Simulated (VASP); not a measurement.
A run of VASP 6.6.1 is set up as follows.

The input INCAR:

```
SYSTEM = Ge
PREC     = Accurate       ! precision mode
ENCUT    = 500            ! plane-wave cutoff, eV
EDIFF    = 1E-6           ! SCF threshold, eV
ISMEAR   = 0              ! smearing method
SIGMA    = 0.016          ! smearing width, eV
LREAL    = .FALSE.        ! projectors in reciprocal space
LASPH    = .TRUE.         ! aspherical terms in the spheres
NELM     = 120            ! most SCF steps
ALGO     = Normal         ! electronic algorithm
ISIF     = 2              ! what is computed and relaxed
LWAVE    = .FALSE.        ! write WAVECAR
LCHARG   = .TRUE.         ! write CHGCAR
GGA      = PE             ! functional
LELF     = .TRUE.         ! ELF
LVHAR    = .TRUE.       
NBANDS   = 21             ! bands
GGA_COMPAT= .FALSE.
```

File KPOINTS:

```
Automatic mesh
0
G
  11 11 11
  0 0 0
```

POSCAR

```
Ge
1.0
   -2.4958980000      2.6508630000      1.4369470000
    2.4958980000     -2.6508630000      1.4369470000
    2.4958980000      2.6508630000     -1.4369470000
Ge
2
Direct
    0.3140570000      0.0640570000      0.2500000000
    0.6859430000      0.9359430000      0.7500000000
```

Potentials or basis: VASP PAW PBE potentials, release 64 (Ge_d).

Run with:

```sh
$ cat potpaw_PBE.64/Ge_d/POTCAR > POTCAR
$ mpirun -np 1 vasp_std > vasp.out
```

Predict the pressure.

0.9 GPa.

Predict the band gap on the k mesh.

zero (bands 14 and 15 overlap by 5.21 eV).

Stress tensor (GPa, compression positive):
```
 2.34  0.00  0.00
 0.00 -0.49  0.00
 0.00  0.00  0.86
```
